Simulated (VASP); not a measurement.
Ga: single point with PBEsol

Crystal: Ga.

```
Ga
1.0
     0.00000    2.07225    2.07225
     2.07225    0.00000    2.07225
     2.07225    2.07225    0.00000
Ga
1
Direct
  0.00000 0.00000 0.00000
```

| Quantity | Value |
| --- | --- |
| Program | VASP 6.6.1 |
| Task | single point |
| Functional | PBEsol |
| Potentials or basis | VASP PAW PBE potentials, release 64 (Ga_d) |
| Cutoff | 520 eV |
| k mesh | 18 × 18 × 18 |
| Occupations | gaussian, width 0.1 eV |
| Spin | no spin polarisation |
| Dipole correction | no |
| Further INCAR settings | ALGO = Fast; EDIFF = 1e-07; NBANDS = 12 |

* Pressure: 0.0 GPa

Levels at points of the mesh, in eV from the Fermi level:
| k point | band 2 | band 3 | band 4 | band 5 | band 6 | band 7 | band 8 | band 9 | band 10 | band 11 |
| --- | --- | --- | --- | --- | --- | --- | --- | --- | --- | --- |
| (0.00, 0.00, 0.00) | -14.97 | -14.97 | -14.83 | -14.83 | -11.59 | 12.78 | 12.78 | 12.78 | 16.09 | 16.53 |
| (0.50, 0.00, 0.00) | -14.96 | -14.96 | -14.71 | -14.71 | -5.08 | -4.34 | 10.27 | 10.27 | 14.83 | 14.88 |
| (0.50, 0.50, 0.00) | -15.11 | -14.71 | -14.68 | -14.68 | -2.84 | -2.31 | 5.02 | 5.02 | 8.52 | 8.78 |

Wall time 16 s on 1 thread of Intel(R) Xeon(R) 6975P-C (Granite Rapids), with other jobs on the host, peak memory 0.16 GiB.

Caveat: the PAW data sets were made with another functional, which shifts forces and pressure a little.
